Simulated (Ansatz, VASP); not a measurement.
## Two plane-wave programs on As

```xyz
4
Lattice="1.8019 -5.5498 0.0000 1.8019 5.5498 0.0000 0.0000 0.0000 4.5411" Properties=species:S:1:pos:R:3 pbc="T T T"
As    1.8019    4.3734    4.2290
As    1.8019   -1.1764    2.5826
As    1.8019   -4.3734    0.3121
As    1.8019    1.1764    1.9585
```

Alike in both runs: task single point; functional PBE; k mesh 10 × 10 × 8; occupations fermi-dirac, width 0.1 eV; no spin polarisation.

|  | VASP | Ansatz |
| --- | --- | --- |
| version | VASP 6.6.1 | Ansatz 0.2.0 |
| potentials or method | VASP PAW PBE potentials, release 64 (As), cutoff 500 eV | plane waves (420 eV) with PAW, scalar-relativistic |
| valence electrons in the cell | 20 | 60 |

Ansatz gave:

* pressure (GPa): 5.8
* traceless stress, the component that is largest in VASP (GPa): 0.52

Q: What did VASP give for the same quantities?

A: Pressure (GPa): 6.2; traceless stress, the component that is largest in VASP (GPa): 0.51.

With one functional, cell and mesh, what is left measures potentials, basis and numerics. VASP's potentials hold 20 valence electrons a cell and Ansatz's 60, so a difference there can come from the potentials and not from the codes.
